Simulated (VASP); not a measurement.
# Nb (Fm-3m) in VASP: settings compared

Aim: see how the results for Nb move with the level of theory and the settings. Levels: PBE, PBE+D3(BJ). Tasks: single point, relaxation of cell and atoms.

Everything below comes from runs of VASP 6.6.1. Logs are shortened: lines on timing, memory, paths and dates and some standing lists are left out, and cuts for length are marked.

### 1 The cell of the first run

The structure is cubic, space group Fm-3m (No. 225). Conventional cell: a = 4.230 Å, b = 4.230 Å, c = 4.230 Å, α = 90.00°, β = 90.00°, γ = 90.00°. Within 3.9 Å of Nb (site symmetry m-3m) lie 12 Nb at 2.99 Å.

This isn't the form of Nb at room conditions, which is bcc.

### 2 Single point, PBE

The input, INCAR:

```
PREC = Accurate
ENCUT = 520
EDIFF = 1E-7
ISMEAR = 0
SIGMA = 0.026000000000000002
LREAL = F
LASPH = T
NELM = 100
ALGO = Normal
ISIF = 2
LWAVE = F
LCHARG = F
GGA = PE
NBANDS = 12
```

The input, KPOINTS:

```
Automatic mesh
0
Gamma
  11 11 11
```

The input, POSCAR:

```
Nb
1.0
    0.0000000000      2.1150000000      2.1150000000
    2.1150000000      0.0000000000      2.1150000000
    2.1150000000      2.1150000000      0.0000000000
Nb
1
Direct
    0.0000000000      0.0000000000      0.0000000000
```

Potentials or basis: VASP PAW PBE potentials, release 64 (Nb_sv).

Run with:

```
cat potpaw_PBE.64/Nb_sv/POTCAR > POTCAR
mpirun -np 1 vasp_std > vasp.out
```

OUTCAR:

```text
PREC = Accurate
   ENCUT = 520
   EDIFF = 1E-7
   ISMEAR = 0
   LREAL = F
   LASPH = T
   NELM = 100
   ISIF = 2
   GGA = PE

 ion  position               nearest neighbor table
   1  0.000  0.000  0.000-

  LATTYP: Found a face centered cubic cell.
 ALAT       =     4.2300000000

  Lattice vectors:

 A1 = (   0.0000000000,   2.1150000000,   2.1150000000)
 A2 = (   2.1150000000,   0.0000000000,   2.1150000000)
 A3 = (   2.1150000000,   2.1150000000,   0.0000000000)

Analysis of symmetry for initial positions (statically):
=====================================================================
 Subroutine PRICEL returns:
 Original cell was already a primitive cell.

 Routine SETGRP: Setting up the symmetry group for a
 face centered cubic supercell.

 Subroutine GETGRP returns: Found 48 space group operations
 (whereof 48 operations were pure point group operations)
 out of a pool of 48 trial point group operations.

The static configuration has the point symmetry O_h .

Analysis of symmetry for dynamics (positions and initial velocities):
=====================================================================
 Subroutine PRICEL returns:
 Original cell was already a primitive cell.

 Routine SETGRP: Setting up the symmetry group for a
 face centered cubic supercell.

 Subroutine GETGRP returns: Found 48 space group operations
 (whereof 48 operations were pure point group operations)
 out of a pool of 48 trial point group operations.

The dynamic configuration has the point symmetry O_h .

 Subroutine INISYM returns: Found 48 space group operations
 (whereof 48 operations are pure point group operations),
 and found     1 'primitive' translations

----------------------------------------------------------------------------------------

                                     Primitive cell

  volume of cell :      18.9217

  direct lattice vectors                    reciprocal lattice vectors
     0.000000000  2.115000000  2.115000000    -0.236406619  0.236406619  0.236406619
     2.115000000  0.000000000  2.115000000     0.236406619 -0.236406619  0.236406619
     2.115000000  2.115000000  0.000000000     0.236406619  0.236406619 -0.236406619

  length of vectors
     2.991061684  2.991061684  2.991061684     0.409468276  0.409468276  0.409468276

  position of ions in fractional coordinates (direct lattice)
     0.000000000  0.000000000  0.000000000

  ion indices of the primitive-cell ions
   primitive index   ion index
                 1           1

----------------------------------------------------------------------------------------

 KPOINTS: Automatic mesh

Automatic generation of k-mesh.
 Grid dimensions read from file:
 generate k-points for:   11   11   11

 Generating k-lattice:

  Cartesian coordinates                     Fractional coordinates (reciprocal lattice)
    -0.021491511  0.021491511  0.021491511     0.090909091  0.000000000  0.000000000
     0.021491511 -0.021491511  0.021491511     0.000000000  0.090909091  0.000000000
     0.021491511  0.021491511 -0.021491511     0.000000000  0.000000000  0.090909091

  Length of vectors
     0.037224389  0.037224389  0.037224389

  Shift w.r.t. Gamma in fractional coordinates (k-lattice)
     0.000000000  0.000000000  0.000000000

 Subroutine IBZKPT returns following result:
 ===========================================

 Found     56 irreducible k-points:

 Following reciprocal coordinates:
            Coordinates               Weight
  0.000000  0.000000  0.000000      1.000000
  0.090909  0.000000  0.000000      8.000000
  0.181818  0.000000  0.000000      8.000000
  0.272727  0.000000  0.000000      8.000000
  0.363636  0.000000  0.000000      8.000000
  0.454545  0.000000  0.000000      8.000000
[... 16 lines left out ...]
 -0.272727  0.181818  0.000000     24.000000
 -0.181818  0.181818  0.000000     12.000000
 [... further k-points ...]
   k-points           NKPTS =     56   k-points in BZ     NKDIM =     56   number of bands    NBANDS=     12
   number of dos      NEDOS =    301   number of ions     NIONS =      1
   total plane-waves  NPLWV =  13824
   dimension x,y,z NGX =    24 NGY =   24 NGZ =   24
   dimension x,y,z NGXF=    48 NGYF=   48 NGZF=   48
   ions per type =               1
   NGX,Y,Z   is equivalent  to a cutoff of  13.34, 13.34, 13.34 a.u.
   NGXF,Y,Z  is equivalent  to a cutoff of  26.68, 26.68, 26.68 a.u.
 SYSTEM =  unknown system
   PREC   = accura    normal or accurate (medium, high low for compatibility)
   ISTART =      0    job   : 0-new  1-cont  2-samecut
   ICHARG =      2    charge: 1-file 2-atom 10-const
   ISPIN  =      1    spin polarized calculation?
   LNONCOLLINEAR =      F non collinear calculations
   LSORBIT =      F    spin-orbit coupling
   LASPH  =      T    aspherical Exc in radial PAW
   ENCUT  =  520.0 eV  38.22 Ry    6.18 a.u.   5.56  5.56  5.56*2*pi/ulx,y,z
   NELM   =    100;   NELMIN=  2; NELMDL= -5     # of ELM steps
   EDIFF  = 0.1E-06   stopping-criterion for ELM
   LREAL  =      F    real-space projection
   EDIFFG = 0.1E-05   stopping-criterion for IOM
   NSW    =      0    number of steps for IOM
   IBRION =     -1    ionic relax: 0-MD 1-quasi-New 2-CG
   NFREE  =      0    steps in history (QN), initial steepest desc. (CG)
   ISIF   =      2    stress and relaxation
   ISYM   =      2    0-nonsym 1-usesym 2-fastsym
   POTIM  = 0.5000    time-step for ionic-motion
   TEBEG  =    0.0;   TEEND  =   0.0 temperature during run
   PSTRESS=    0.0 pullay stress
   NELECT =      13.0000    total number of electrons
   NUPDOWN=      -1.0000    fix difference up-down
   EMIN   =  10.00;   EMAX   =-10.00  energy-range for DOS
   EFERMI =   0.00;   METHOD = LEGACY
   ISMEAR =     0;   SIGMA  =   0.03  broadening in eV -4-tet -1-fermi 0-gaus
   EFERMI_NEDOS =   21; number of points for ismear=-14 and -15
   IALGO  =     38    algorithm
   IMIX   =      4    mixing-type and parameters
     AMIX     =   0.40;   BMIX     =  1.00
     AMIX_MAG =   1.60;   BMIX_MAG =  1.00
  volume/ion in A,a.u.               =      18.92       127.69
  Fermi-wavevector in a.u.,A,eV,Ry     =   1.444560  2.729823 28.392005  2.086754
  Thomas-Fermi vector in A             =   2.562841
   LORBIT       =      0    0 simple, 1 ext, 2 COOP (PROOUT), +10 PAW based schemes
   GGA     = PE    functional components
   LHFCALC =     F    Hartree Fock is set to
   AEXX    =    0.0000 exact exchange contribution
   IVDW    =     0    specifies the selected vdW correction
   LEPSILON=     F    determine dielectric tensor
   LRPA    =     F    only Hartree local field effects (RPA)
 non-spin polarized calculation
 Gauss-broadening in eV      SIGMA  =   0.03
  energy-cutoff  :      520.00
  volume of cell :       18.92
 maximum number of plane-waves:       532
   NGX = 11   NGY = 11   NGZ = 11

 number of electron      13.0000001 magnetization

 Free energy of the ion-electron system (eV)
  ---------------------------------------------------
  ext. energy  EPLUGINS =         0.00000000
  ---------------------------------------------------
  free energy    TOTEN  =        -9.89377369 eV

  energy without entropy =       -9.89326110  energy(sigma->0) =       -9.89351739

 E-fermi :  10.8576     XC(G=0): -12.2486

 val. band max:       10.8573398422   @ k =   0.3636   0.2727   0.0909
 cond. band min:      10.8959838789   @ k =  -0.1818   0.1818   0.0000
 fundamental gap:      0.0386440367
 Fermi energy:        10.8576244123

 k-point     1 :       0.0000    0.0000    0.0000
  band No.  band energies     occupation
      1     -43.9361      2.00000
      2     -19.3395      2.00000
      3     -19.3395      2.00000
      4     -19.3395      2.00000
      5       4.6489      2.00000
      6      10.9692      0.00000
      7      10.9692      0.00000
      8      10.9692      0.00000
      9      13.5343      0.00000
     10      13.5343      0.00000
     11      22.6633      0.00000
     12      27.4054      0.00000

 k-point     2 :       0.0909    0.0000    0.0000
  band No.  band energies     occupation
      1     -43.9215      2.00000
      2     -19.4372      2.00000
      3     -19.3517      2.00000
      4     -19.3517      2.00000
      5       4.9504      2.00000
      6      10.7429      2.00000
      7      11.1038      0.00000
      8      11.1038      0.00000
      9      13.4198      0.00000
     10      13.4198      0.00000
     11      23.2578      0.00000
     12      26.2627      0.00000

 k-point     3 :       0.1818    0.0000    0.0000
  band No.  band energies     occupation
      1     -43.8822      2.00000
      2     -19.6937      2.00000
      3     -19.3840      2.00000
      4     -19.3840      2.00000
      5       5.7467      2.00000
      6      10.3056      2.00000
      7      11.3421      0.00000
      8      11.3421      0.00000
      9      13.3250      0.00000
     10      13.3250      0.00000
     11      24.0512      0.00000
     12      25.1874      0.00000
[... 286 lines left out ...]
 k-point    23 :      -0.2727    0.1818    0.0000
  band No.  band energies     occupation
      1     -43.7683      2.00000
      2     -20.1763      2.00000
      3     -19.7113      2.00000
      4     -19.4639      2.00000
      5       7.9731      2.00000
      6       9.8651      2.00000
      7      10.2925      2.00000
      8      11.8421      0.00000
      9      13.2561      0.00000
     10      16.3913      0.00000
     11      23.1976      0.00000
     12      25.6307      0.00000

 k-point    24 :      -0.1818    0.1818    0.0000
  band No.  band energies     occupation
      1     -43.8127      2.00000
      2     -19.9872      2.00000
      3     -19.6096      2.00000
      4     -19.4145      2.00000
      5       7.2317      2.00000
      6       9.6706      2.00000
      7      10.8960      0.03694
      8      12.2252      0.00000
      9      12.2607      0.00000
     10      15.1616      0.00000
     11      24.1328      0.00000
     12      26.6906      0.00000

 [... further k-points ...]

------------------------ aborting loop because EDIFF is reached ----------------------------------------

  FORCE on cell =-STRESS in cart. coord.  units (eV):
  Direction    XX          YY          ZZ          XY          YZ          ZX
  --------------------------------------------------------------------------------------
  -------------------------------------------------------------------------------------
  Total       -0.2671056     -0.2671056     -0.2671056      0.0000000      0.0000000      0.0000000
  in kB      -22.6168698    -22.6168698    -22.6168698      0.0000000      0.0000000      0.0000000
  external PRESSURE =     -22.6168698 kB  Pullay stress =       0.0000000 kB

 VOLUME and BASIS-vectors are now :
 -----------------------------------------------------------------------------
  energy-cutoff  :      520.00
  volume of cell :       18.92
      direct lattice vectors                 reciprocal lattice vectors
     0.000000000  2.115000000  2.115000000    -0.236406619  0.236406619  0.236406619
     2.115000000  0.000000000  2.115000000     0.236406619 -0.236406619  0.236406619
     2.115000000  2.115000000  0.000000000     0.236406619  0.236406619 -0.236406619

 POSITION                                       TOTAL-FORCE (eV/Angst)
 -----------------------------------------------------------------------------------
      0.00000      0.00000      0.00000        -0.000000     -0.000000     -0.000000
 -----------------------------------------------------------------------------------
    total drift:                                0.000000      0.000000      0.000000

  FREE ENERGIE OF THE ION-ELECTRON SYSTEM (eV)
  ---------------------------------------------------
  free  energy   TOTEN  =        -9.8937736917 eV

  energy  without entropy=       -9.8932610975  energy(sigma->0) =       -9.89351739
```

Wall time 7.4 s (1 thread of Intel Xeon Platinum 8375C at 2.90GHz (Ice Lake), shared host); peak memory 0.14 GiB.

Results:

```
Free energy            : -9.8938 eV
Pressure               : -2.3 GPa
Band gap on the k mesh : zero (an odd number of electrons rules out a gap without spin polarisation)
```

### 3 Relaxation of cell and atoms, PBE+D3(BJ)

The input, INCAR:

```
SYSTEM = Nb
PREC = Accurate
ENCUT = 600
EDIFF = 1E-7
ISMEAR = -1
SIGMA = 0.05
LREAL = .False.
LASPH = .True.
NELM = 60
ALGO = Fast
ISIF = 3
LWAVE = .False.
LCHARG = .False.
GGA = PE
IVDW = 12
IBRION = 2
NSW = 60
EDIFFG = -0.01
```

The input, KPOINTS:

```
Automatic mesh
0
Gamma
  11 11 11
  0 0 0
```

POSCAR is that of step 2.

Potentials or basis: VASP PAW PBE potentials, release 64 (Nb_sv).

Run with:

```
cat potpaw_PBE.64/Nb_sv/POTCAR > POTCAR
mpirun -np 1 vasp_std > vasp.out
```

Wall time 86 s (1 thread of Intel Xeon Platinum 8375C at 2.90GHz (Ice Lake), shared host); peak memory 0.17 GiB.

It converged, with:

| Item | Value |
| --- | --- |
| Free energy | -10.6248 eV |
| Relaxed volume | 17.96 Å³/atom |
| Relaxed cell | a = 2.939 Å, b = 2.939 Å, c = 2.939 Å, α = 60.00°, β = 60.00°, γ = 60.00° |
| Space group after relaxing (to 0.1 Å) | Fm-3m (No. 225) |
| Energy gained by relaxing | 25.9 meV/atom |
| Ionic steps | 6 |
| Pressure after relaxing | 0.1 GPa |
| Band gap on the k mesh | zero (an odd number of electrons rules out a gap without spin polarisation) |
| Dispersion energy per atom | -0.739 eV |

The path:
```csv
step,energy change (eV),largest force (eV/Å),pressure (GPa),volume (Å³)
1,0.0000,0.0000,-8.31,18.92
2,0.0653,0.0000,19.51,16.36
3,-0.0259,0.0000,-0.15,17.99
4,-0.0259,0.0000,-0.15,17.98
5,-0.0115,0.0000,7.18,17.30
6,-0.0259,0.0000,0.08,17.96
```

Final structure:
```
Nb
1.0
     0.00000    2.07842    2.07842
     2.07842    0.00000    2.07842
     2.07842    2.07842    0.00000
Nb
1
Direct
  0.00000 0.00000 0.00000
```

Levels at points of the mesh, in eV from the Fermi level:
```csv
k point,band 3,band 4,band 5,band 6,band 7,band 8,band 9,band 10
"(0.00, 0.00, 0.00)",-30.05,-30.05,-6.35,0.06,0.06,0.06,2.82,2.82
```
